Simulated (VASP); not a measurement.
Input of a VASP 6.6.1 run:

Contents of INCAR:

```
ALGO     = Normal         # electronic algorithm
EDIFF    = 1E-6           # SCF threshold, eV
ENCUT    = 520            # plane-wave cutoff, eV
ISIF     = 2              # what is computed and relaxed
ISMEAR   = -1             # smearing method
LASPH    = T              # aspherical terms in the spheres
LCHARG   = F              # write CHGCAR
LREAL    = F              # projectors in reciprocal space
LWAVE    = F              # write WAVECAR
NBANDS   = 59             # bands
NELM     = 100            # most SCF steps
PREC     = Accurate       # precision mode
SIGMA    = 0.15           # smearing width, eV
```

File KPOINTS:

```
k-points
0
Gamma
  12 12 2
```

POSCAR

```
Ti3AlC2
1.0
    3.0277174555      0.0000000000      0.0000000000
   -1.5138587278      2.6220802319      0.0000000000
    0.0000000000      0.0000000000     18.3453082761
Ti Al C
6 2 4
Direct
    0.0000000000      0.0000000000      0.0000000000
    0.0000000000      0.0000000000      0.5000000000
    0.3333333333      0.6666666667      0.1271074035
    0.6666666667      0.3333333333      0.6271074035
    0.3333333333      0.6666666667      0.3728925965
    0.6666666667      0.3333333333      0.8728925965
    0.0000000000      0.0000000000      0.2500000000
    0.0000000000      0.0000000000      0.7500000000
    0.3333333333      0.6666666667      0.5692542127
    0.6666666667      0.3333333333      0.0692542127
    0.3333333333      0.6666666667      0.9307457873
    0.6666666667      0.3333333333      0.4307457873
```

Potentials or basis: VASP PAW LDA potentials, release 64 (Ti_sv, Al, C).

Run with:

```console
$ cat potpaw_LDA.64/Ti_sv/POTCAR potpaw_LDA.64/Al/POTCAR potpaw_LDA.64/C/POTCAR > POTCAR
$ mpirun -np 1 vasp_std > vasp.out
```

Question: What does it give for the pressure?

Answer: 0.5 GPa.

Question: Predict the band gap on the k mesh.

Answer: Zero (band 47 reaches 9.37 eV, above the bottom of band 48 at 7.80 eV).

Question: Estimate the largest force.

Answer: 0.048 eV/Å.

Forces on the atoms (eV/Å):
```
Ti   0.000  0.000  0.000
Ti   0.000  0.000  0.000
Ti   0.000  0.000  0.048
Ti   0.000  0.000  0.048
Ti   0.000  0.000 -0.048
Ti   0.000  0.000 -0.048
Al   0.000  0.000  0.000
Al   0.000  0.000  0.000
C    0.000  0.000 -0.013
C    0.000  0.000 -0.013
C    0.000  0.000  0.013
C    0.000  0.000  0.013
```
